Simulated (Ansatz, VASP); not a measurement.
CoO: VASP beside Ansatz

```
CELL_PARAMETERS angstrom
3.16740 0.00000 0.00000
-1.58370 2.74305 0.00000
0.00000 0.00000 5.28847
ATOMIC_POSITIONS crystal
Co 0.00000 0.00000 0.00714
Co 0.33333 0.66667 0.50714
O 0.00000 0.00000 0.36787
O 0.33333 0.66667 0.86787
```

Alike in both runs: functional PBE; k mesh 12 × 12 × 6; occupations gaussian, width 0.02 eV; collinear spin.

Ansatz relaxed the structure, and its values are those at the end. VASP's run is a single point on that final structure, the one shown.

|  | VASP | Ansatz |
| --- | --- | --- |
| version | VASP 6.6.1 | Ansatz 0.2.0 |
| potentials or method | VASP PAW PBE potentials, release 64 (Co, O), cutoff 520 eV | scalar-relativistic, plane waves, PAW |
| valence electrons in the cell | 30 | 46 |

```tsv
	VASP	Ansatz	Ansatz less VASP
gap on the k mesh at the Fermi level (eV)	0.14	0.15	+0.004
least direct gap on the mesh (eV)	0.23	0.22	-0.011
pressure (GPa)	-0.1	0.0	+0.10
net moment per atom (μB)	0.00	0.00	0.000
size of the moment on the site where the two differ most (μB)	2.28	2.11	-0.166
```

Site moments also hang on the region over which each program counts them. VASP's potentials hold 30 valence electrons a cell and Ansatz's 46, so a difference there can come from the potentials and not from the codes.
